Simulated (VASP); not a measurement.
# Si3C2 (Pm-3m) in VASP: notebook

Aim: see how the results for Si3C2 move with the level of theory and the settings. Levels: PBE, RPBE. Tasks: single point.

Program: VASP 6.6.1. These are calculated values, not measurements. Logs are shortened: lines on timing, memory, paths and dates and some standing lists are left out, and cuts for length are marked.

### Step 1. The cell of the first run

Symmetry: Pm-3m, No. 221, cubic system. The conventional cell has a = 4.236 Å, b = 4.236 Å, c = 4.236 Å, α = 90.00°, β = 90.00°, γ = 90.00°. Within 2.8 Å of Si (site symmetry 4/mmm) lie 2 C at 2.12 Å. Within 2.8 Å of C (site symmetry m-3m) lie 6 Si at 2.12 Å. C (site symmetry m-3m) has 12 Si at 2.99 Å and 8 C at 3.67 Å within 3.9 Å.

### Step 2. Single point, PBE, collinear spin, ferromagnetic start

INCAR reads:

```
SYSTEM = Si3C2
  ALGO = Normal
  EDIFF = 1E-6
  ENCUT = 600
  GGA = PE
  GGA_COMPAT = .FALSE.
  ISIF = 2
  ISMEAR = 0
  ISPIN = 2
  LASPH = .TRUE.
  LCHARG = .TRUE.
  LELF = .TRUE.
  LORBIT = 11
  LREAL = .FALSE.
  LVHAR = .TRUE.
  LWAVE = .FALSE.
  MAGMOM = 0 0 0 1 1
  NBANDS = 22
  NELM = 200
  PREC = Accurate
  SIGMA = 0.1
```

KPOINTS reads:

```
k-points
0
G
  4 4 4
  0 0 0
```

POSCAR reads:

```
Si3C2
1.0
    4.2355113100      0.0000000000      0.0000000000
    0.0000000000      4.2355113100      0.0000000000
    0.0000000000      0.0000000000      4.2355113100
Si C
3 2
Direct
    0.0000000000      0.5000000000      0.5000000000
    0.5000000000      0.0000000000      0.5000000000
    0.5000000000      0.5000000000      0.0000000000
    0.5000000000      0.5000000000      0.5000000000
    0.0000000000      0.0000000000      0.0000000000
```

Potentials or basis: VASP PAW PBE potentials, release 64 (Si, C).

Launch:

```sh
$ cat potpaw_PBE.64/Si/POTCAR potpaw_PBE.64/C/POTCAR > POTCAR
$ mpirun -np 1 vasp_std > vasp.out
```

OUTCAR:

```text
SYSTEM = Si3C2
   EDIFF = 1E-6
   ENCUT = 600
   GGA = PE
   ISIF = 2
   ISMEAR = 0
   ISPIN = 2
   LASPH = .TRUE.
   LORBIT = 11
   LREAL = .FALSE.
   NELM = 200
   PREC = Accurate

 ion  position               nearest neighbor table
   1  0.000  0.500  0.500-   4 2.12   4 2.12   2 2.99   3 2.99   2 2.99   2 2.99   3 2.99   3 2.99
                             3 2.99   2 2.99
   2  0.500  0.000  0.500-   4 2.12   4 2.12   1 2.99   3 2.99   1 2.99   3 2.99   3 2.99   3 2.99
                             1 2.99   1 2.99
   3  0.500  0.500  0.000-   4 2.12   4 2.12   1 2.99   1 2.99   2 2.99   2 2.99   2 2.99   2 2.99
                             1 2.99   1 2.99
   4  0.500  0.500  0.500-   1 2.12   2 2.12   3 2.12   3 2.12   2 2.12   1 2.12
   5  0.000  0.000  0.000-

  LATTYP: Found a simple cubic cell.
 ALAT       =     4.2355113100

  Lattice vectors:

 A1 = (   4.2355113100,   0.0000000000,   0.0000000000)
 A2 = (   0.0000000000,   4.2355113100,   0.0000000000)
 A3 = (   0.0000000000,   0.0000000000,   4.2355113100)

Analysis of symmetry for initial positions (statically):
=====================================================================
 Subroutine PRICEL returns:
 Original cell was already a primitive cell.

 Routine SETGRP: Setting up the symmetry group for a
 simple cubic supercell.

 Subroutine GETGRP returns: Found 48 space group operations
 (whereof 48 operations were pure point group operations)
 out of a pool of 48 trial point group operations.

The static configuration has the point symmetry O_h .

Analysis of symmetry for dynamics (positions and initial velocities):
=====================================================================
 Subroutine PRICEL returns:
 Original cell was already a primitive cell.

 Routine SETGRP: Setting up the symmetry group for a
 simple cubic supercell.

 Subroutine GETGRP returns: Found 48 space group operations
 (whereof 48 operations were pure point group operations)
 out of a pool of 48 trial point group operations.

The dynamic configuration has the point symmetry O_h .

Analysis of structural, dynamic, and magnetic symmetry:
=====================================================================
 Subroutine PRICEL returns:
 Original cell was already a primitive cell.

 Routine SETGRP: Setting up the symmetry group for a
 simple cubic supercell.

 Subroutine GETGRP returns: Found 48 space group operations
 (whereof 48 operations were pure point group operations)
 out of a pool of 48 trial point group operations.

The overall configuration has the point symmetry O_h .

 Subroutine INISYM returns: Found 48 space group operations
 (whereof 48 operations are pure point group operations),
 and found     1 'primitive' translations

----------------------------------------------------------------------------------------

                                     Primitive cell

  volume of cell :      75.9832

  direct lattice vectors                    reciprocal lattice vectors
     4.235511310  0.000000000  0.000000000     0.236099004  0.000000000  0.000000000
     0.000000000  4.235511310  0.000000000     0.000000000  0.236099004  0.000000000
     0.000000000  0.000000000  4.235511310     0.000000000  0.000000000  0.236099004

  length of vectors
     4.235511310  4.235511310  4.235511310     0.236099004  0.236099004  0.236099004

  position of ions in fractional coordinates (direct lattice)
     0.000000000  0.500000000  0.500000000
     0.500000000  0.000000000  0.500000000
     0.500000000  0.500000000  0.000000000
     0.500000000  0.500000000  0.500000000
     0.000000000  0.000000000  0.000000000

  ion indices of the primitive-cell ions
   primitive index   ion index
                 1           1
                 2           2
                 3           3
                 4           4
                 5           5

----------------------------------------------------------------------------------------

 KPOINTS: k-points

Automatic generation of k-mesh.
 Grid dimensions read from file:
 generate k-points for:    4    4    4

 Generating k-lattice:

  Cartesian coordinates                     Fractional coordinates (reciprocal lattice)
     0.059024751  0.000000000  0.000000000     0.250000000  0.000000000  0.000000000
     0.000000000  0.059024751  0.000000000     0.000000000  0.250000000  0.000000000
     0.000000000  0.000000000  0.059024751     0.000000000  0.000000000  0.250000000

  Length of vectors
     0.059024751  0.059024751  0.059024751

  Shift w.r.t. Gamma in fractional coordinates (k-lattice)
     0.000000000  0.000000000  0.000000000

 Subroutine IBZKPT returns following result:
 ===========================================

 Found     10 irreducible k-points:

 Following reciprocal coordinates:
            Coordinates               Weight
  0.000000  0.000000  0.000000      1.000000
  0.250000  0.000000  0.000000      6.000000
  0.500000  0.000000  0.000000      3.000000
  0.250000  0.250000  0.000000     12.000000
  0.500000  0.250000  0.000000     12.000000
  0.500000  0.500000  0.000000      3.000000
  0.250000  0.250000  0.250000      8.000000
  0.500000  0.250000  0.250000     12.000000
  0.500000  0.500000  0.250000      6.000000
  0.500000  0.500000  0.500000      1.000000
   k-points           NKPTS =     10   k-points in BZ     NKDIM =     10   number of bands    NBANDS=     22
   number of dos      NEDOS =    301   number of ions     NIONS =      5
   total plane-waves  NPLWV =  46656
   dimension x,y,z NGX =    36 NGY =   36 NGZ =   36
   dimension x,y,z NGXF=    72 NGYF=   72 NGZF=   72
   ions per type =               3   2
   NGX,Y,Z   is equivalent  to a cutoff of  14.13, 14.13, 14.13 a.u.
   NGXF,Y,Z  is equivalent  to a cutoff of  28.26, 28.26, 28.26 a.u.
 SYSTEM =  Si3C2
   PREC   = accura    normal or accurate (medium, high low for compatibility)
   ISTART =      0    job   : 0-new  1-cont  2-samecut
   ICHARG =      2    charge: 1-file 2-atom 10-const
   ISPIN  =      2    spin polarized calculation?
   LNONCOLLINEAR =      F non collinear calculations
   LSORBIT =      F    spin-orbit coupling
   LASPH  =      T    aspherical Exc in radial PAW
   ENCUT  =  600.0 eV  44.10 Ry    6.64 a.u.   8.46  8.46  8.46*2*pi/ulx,y,z
   NELM   =    200;   NELMIN=  2; NELMDL= -5     # of ELM steps
   EDIFF  = 0.1E-05   stopping-criterion for ELM
   LREAL  =      F    real-space projection
   EDIFFG = 0.1E-04   stopping-criterion for IOM
   NSW    =      0    number of steps for IOM
   IBRION =     -1    ionic relax: 0-MD 1-quasi-New 2-CG
   NFREE  =      0    steps in history (QN), initial steepest desc. (CG)
   ISIF   =      2    stress and relaxation
   ISYM   =      2    0-nonsym 1-usesym 2-fastsym
   POTIM  = 0.5000    time-step for ionic-motion
   TEBEG  =    0.0;   TEEND  =   0.0 temperature during run
   PSTRESS=    0.0 pullay stress
   NELECT =      20.0000    total number of electrons
   NUPDOWN=      -1.0000    fix difference up-down
   EMIN   =  10.00;   EMAX   =-10.00  energy-range for DOS
   EFERMI =   0.00;   METHOD = LEGACY
   ISMEAR =     0;   SIGMA  =   0.10  broadening in eV -4-tet -1-fermi 0-gaus
   EFERMI_NEDOS =   21; number of points for ismear=-14 and -15
   IALGO  =     38    algorithm
   IMIX   =      4    mixing-type and parameters
     AMIX     =   0.40;   BMIX     =  1.00
     AMIX_MAG =   1.60;   BMIX_MAG =  1.00
  volume/ion in A,a.u.               =      15.20       102.55
  Fermi-wavevector in a.u.,A,eV,Ry     =   1.049169  1.982643 14.976703  1.100757
  Thomas-Fermi vector in A             =   2.184121
   LORBIT       =     11    0 simple, 1 ext, 2 COOP (PROOUT), +10 PAW based schemes
   GGA     = PE    functional components
   LHFCALC =     F    Hartree Fock is set to
   AEXX    =    0.0000 exact exchange contribution
   IVDW    =     0    specifies the selected vdW correction
   LEPSILON=     F    determine dielectric tensor
   LRPA    =     F    only Hartree local field effects (RPA)
 spin polarized calculation
 Gauss-broadening in eV      SIGMA  =   0.10
  energy-cutoff  :      600.00
  volume of cell :       75.98
 maximum number of plane-waves:      2560
 NGX is ok and might be reduce to    36
   NGX = 17   NGY = 17   NGZ = 17

 number of electron      20.0000001 magnetization      -0.0050568

 number of electron      20.0000001 magnetization       0.0006018

 Free energy of the ion-electron system (eV)
  ---------------------------------------------------
  ext. energy  EPLUGINS =         0.00000000
  ---------------------------------------------------
  free energy    TOTEN  =       -24.99977324 eV

  energy without entropy =      -24.98644323  energy(sigma->0) =      -24.99310823

 E-fermi :   6.0176     XC(G=0): -10.2753

 val. band max:        5.9422377600   @ k =   0.2500   0.2500   0.2500
 cond. band min:       6.0654441298   @ k =   0.5000   0.2500   0.0000
 fundamental gap:      0.1232063699
 Fermi energy:         6.0175974100

 spin component 1

 k-point     1 :       0.0000    0.0000    0.0000
  band No.  band energies     occupation
      1      -8.3924      1.00000
      2      -2.9791      1.00000
      3      -0.1240      1.00000
      4      -0.1240      1.00000
      5      -0.1240      1.00000
      6       1.5418      1.00000
[... 14 lines left out ...]
     21      12.9295      0.00000
     22      12.9295      0.00000

 k-point     2 :       0.2500    0.0000    0.0000
  band No.  band energies     occupation
      1      -8.0975      1.00000
      2      -3.6555      1.00000
      3      -1.1244      1.00000
      4       0.1026      1.00000
      5       0.1026      1.00000
      6       1.7925      1.00000
[... 14 lines left out ...]
     21      14.0792      0.00000
     22      14.7430      0.00000
[... 158 lines left out ...]
      6       2.4568      1.00000
[... 14 lines left out ...]
     21      14.8667      0.00000
     22      16.4152      0.00000

 k-point    10 :       0.5000    0.5000    0.5000
  band No.  band energies     occupation
      1      -6.5585      1.00000
      2      -2.6504      1.00000
      3      -2.4361      1.00000
      4      -2.4361      1.00000
      5      -2.4361      1.00000
      6       1.4941      1.00000
[... 14 lines left out ...]
     21      13.7287      0.00000
     22      16.3763      0.00000
 Fermi energy:         6.0175974100

 spin component 2

 k-point     1 :       0.0000    0.0000    0.0000
  band No.  band energies     occupation
      1      -8.3924      1.00000
      2      -2.9782      1.00000
      3      -0.1240      1.00000
      4      -0.1240      1.00000
      5      -0.1240      1.00000
      6       1.5417      1.00000
[... 14 lines left out ...]
     21      12.9297      0.00000
     22      12.9297      0.00000

 k-point     2 :       0.2500    0.0000    0.0000
  band No.  band energies     occupation
      1      -8.0975      1.00000
      2      -3.6549      1.00000
      3      -1.1241      1.00000
      4       0.1026      1.00000
      5       0.1026      1.00000
      6       1.7924      1.00000
[... 14 lines left out ...]
     21      14.0791      0.00000
     22      14.7429      0.00000
[... 173 lines left out ...]
     21      14.8669      0.00000
     22      16.4151      0.00000

 k-point    10 :       0.5000    0.5000    0.5000
  band No.  band energies     occupation
      1      -6.5585      1.00000
      2      -2.6493      1.00000
      3      -2.4362      1.00000
      4      -2.4362      1.00000
      5      -2.4362      1.00000
      6       1.4943      1.00000
[... 14 lines left out ...]
     21      13.7289      0.00000
     22      16.3763      0.00000

------------------------ aborting loop because EDIFF is reached ----------------------------------------

  FORCE on cell =-STRESS in cart. coord.  units (eV):
  Direction    XX          YY          ZZ          XY          YZ          ZX
  --------------------------------------------------------------------------------------
  -------------------------------------------------------------------------------------
  Total       -5.8945951     -5.8945951     -5.8945951      0.0000000     -0.0000000     -0.0000000
  in kB     -124.2931011   -124.2931011   -124.2931011      0.0000000     -0.0000000     -0.0000000
  external PRESSURE =    -124.2931011 kB  Pullay stress =       0.0000000 kB

 VOLUME and BASIS-vectors are now :
 -----------------------------------------------------------------------------
  energy-cutoff  :      600.00
  volume of cell :       75.98
      direct lattice vectors                 reciprocal lattice vectors
     4.235511310  0.000000000  0.000000000     0.236099004  0.000000000  0.000000000
     0.000000000  4.235511310  0.000000000     0.000000000  0.236099004  0.000000000
     0.000000000  0.000000000  4.235511310     0.000000000  0.000000000  0.236099004

 POSITION                                       TOTAL-FORCE (eV/Angst)
 -----------------------------------------------------------------------------------
      0.00000      2.11776      2.11776         0.000000      0.000000      0.000000
      2.11776      0.00000      2.11776         0.000000      0.000000      0.000000
      2.11776      2.11776      0.00000         0.000000      0.000000      0.000000
      2.11776      2.11776      2.11776         0.000000      0.000000      0.000000
      0.00000      0.00000      0.00000         0.000000      0.000000      0.000000
 -----------------------------------------------------------------------------------
    total drift:                                0.000000      0.000000      0.000000

  FREE ENERGIE OF THE ION-ELECTRON SYSTEM (eV)
  ---------------------------------------------------
  free  energy   TOTEN  =       -24.9997732372 eV

  energy  without entropy=      -24.9864432315  energy(sigma->0) =      -24.99310823

 total charge

# of ion       s       p       d       tot
------------------------------------------
    1        0.896   0.581   0.000   1.478
    2        0.896   0.581   0.000   1.478
    3        0.896   0.581   0.000   1.478
    4        0.912   1.410   0.000   2.322
    5        1.013   0.985   0.000   1.999
--------------------------------------------------
tot          4.615   4.138   0.000   8.753

 magnetization (x)

# of ion       s       p       d       tot
------------------------------------------
    1       -0.000  -0.000   0.000  -0.000
    2       -0.000  -0.000   0.000  -0.000
    3       -0.000  -0.000   0.000  -0.000
    4        0.000   0.000   0.000   0.000
    5        0.000   0.000   0.000   0.000
--------------------------------------------------
tot          0.000   0.000   0.000   0.000
```

It took 38 s on 1 thread of AMD EPYC 7R43 (Zen 3), shared host; peak memory 0.2 GiB.

Results:

- Free energy: -24.9998 eV
- Pressure: -12.4 GPa
- Band gap on the k mesh: zero (filled and empty bands overlap)
- Net moment: 0.00 μB per cell
- Valence electrons inside the program's atomic spheres: Si 1.48; C 2.32, 2.00

Caveat: the k points lie up to 0.37 Å⁻¹ apart.

### Step 3. Single point, RPBE

This run uses another cell than the first one, of 12.50 Å³/atom, 0.823 times its volume.

INCAR reads:

```
PREC = Accurate
ENCUT = 600
EDIFF = 1E-6
ISMEAR = -4
SIGMA = 0.1
LREAL = F
LASPH = T
NELM = 120
ALGO = Normal
ISIF = 2
LWAVE = F
LCHARG = T
GGA = RP
LELF = T
LVHAR = T
NBANDS = 18
GGA_COMPAT = F
```

KPOINTS reads:

```
Automatic mesh
0
Gamma
  10 10 10
```

POSCAR, as its differences from that of step 2:

```diff
@@ -2,5 +2,5 @@
 1.0
-    4.2355113100      0.0000000000      0.0000000000
-    0.0000000000      4.2355113100      0.0000000000
-    0.0000000000      0.0000000000      4.2355113100
+    3.9688923547      0.0000000000      0.0000000000
+    0.0000000000      3.9688923547      0.0000000000
+    0.0000000000      0.0000000000      3.9688923547
 Si C
```

Potentials or basis: VASP PAW PBE potentials, release 64 (Si, C).

Launch:

```sh
$ cat potpaw_PBE.64/Si/POTCAR potpaw_PBE.64/C/POTCAR > POTCAR
$ mpirun -np 1 vasp_std > vasp.out
```

It took 39 s on 1 thread of AMD EPYC 7R43 (Zen 3), shared host; peak memory 0.17 GiB.

Results (log left out):

* Free energy: -23.7145 eV
* Pressure: 1.5 GPa
* Band gap on the k mesh: zero (band 10 reaches 10.76 eV, above the bottom of band 11 at 7.28 eV)

Levels at points of the mesh, in eV from the Fermi level:
| k point | band 8 | band 9 | band 10 | band 11 | band 12 | band 13 |
| --- | --- | --- | --- | --- | --- | --- |
| (0.00, 0.00, 0.00) | -2.02 | -1.24 | -1.24 | -1.24 | 3.22 | 3.22 |
| (0.50, 0.00, 0.00) | -2.72 | -2.72 | -0.24 | 1.72 | 2.33 | 2.79 |
| (0.50, 0.50, 0.00) | -2.26 | -2.11 | -1.16 | -0.32 | -0.32 | 3.24 |
| (0.50, 0.50, 0.50) | -5.86 | 2.24 | 2.24 | 2.24 | 3.46 | 3.46 |

Caveat: the PAW data sets were made with another functional, which shifts forces and pressure a little.
